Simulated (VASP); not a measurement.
Input of a VASP 6.6.1 run:

INCAR

```
PREC = Accurate
ENCUT = 520
EDIFF = 1E-7
ISMEAR = 0
SIGMA = 0.1
LREAL = False
LASPH = True
NELM = 80
ALGO = Normal
ISIF = 2
LWAVE = False
LCHARG = False
LDIPOL = True
IDIPOL = 3
DIPOL = 0.5 0.5 0.500
GGA = PS
IBRION = 2
NSW = 80
EDIFFG = -0.02
```

File KPOINTS:

```
Automatic mesh
0
Gamma
  9 9 1
```

POSCAR

```
Sr
1.0
    4.1831297288      0.0000000000      0.0000000000
   -2.0915648644      3.6226966124      0.0000000000
    0.0000000000      0.0000000000     25.2465333634
Sr
4
Direct
    0.6666666667      0.3333333333      0.2970704885
    0.3333333333      0.6666666667      0.4323568295
    0.0000000000      0.0000000000      0.5676431705
    0.6666666667      0.3333333333      0.7029295115
```

Potentials or basis: VASP PAW PBE potentials, release 64 (Sr_sv).

Command:

```bash
$ cat potpaw_PBE.64/Sr_sv/POTCAR > POTCAR
$ mpirun -np 1 vasp_std > vasp.out
```

(1) Estimate the band gap on the k mesh.

(2) Estimate the energy gained by relaxing.

Answers

(1) zero (bands 20 and 21 overlap by 0.02 eV).

(2) 2.2 meV/atom.
